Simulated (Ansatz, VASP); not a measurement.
**One calculation of Sn3GeP, two programs**

```
CELL_PARAMETERS angstrom
3.62355 0.00000 0.00000
0.00000 3.62355 0.00000
0.00000 0.00000 9.65237
ATOMIC_POSITIONS crystal
Sn 0.50000 0.50000 0.78467
Sn 0.50000 0.50000 0.21533
Sn 0.00000 0.00000 0.00000
Ge 0.00000 0.00000 0.50000
P 0.50000 0.50000 0.50000
```

Alike in both runs: functional PBE; k mesh 8 × 8 × 4; occupations gaussian, width 0.1 eV; no spin polarisation.

Ansatz relaxed the structure, and its values are those at the end. VASP's run is a single point on that final structure, the one shown.

```csv
,VASP,Ansatz
version,VASP 6.6.1,Ansatz 0.2.0
potentials or method,"VASP PAW PBE potentials, release 64 (Sn_d, Ge_d, P), cutoff 520 eV","scalar-relativistic, plane waves, PAW"
valence electrons in the cell,61,61
```

Ansatz gave:

- gap on the k mesh at the Fermi level (eV): none
- pressure (GPa): 0.0

Task: What did VASP give for the same quantities?

Result: gap on the k mesh at the Fermi level (eV): none; pressure (GPa): -0.1.

A gap of «none» marks a metal or a gap that the smearing closes. The functional is the same, so the differences come from potentials, cutoffs and numerics.
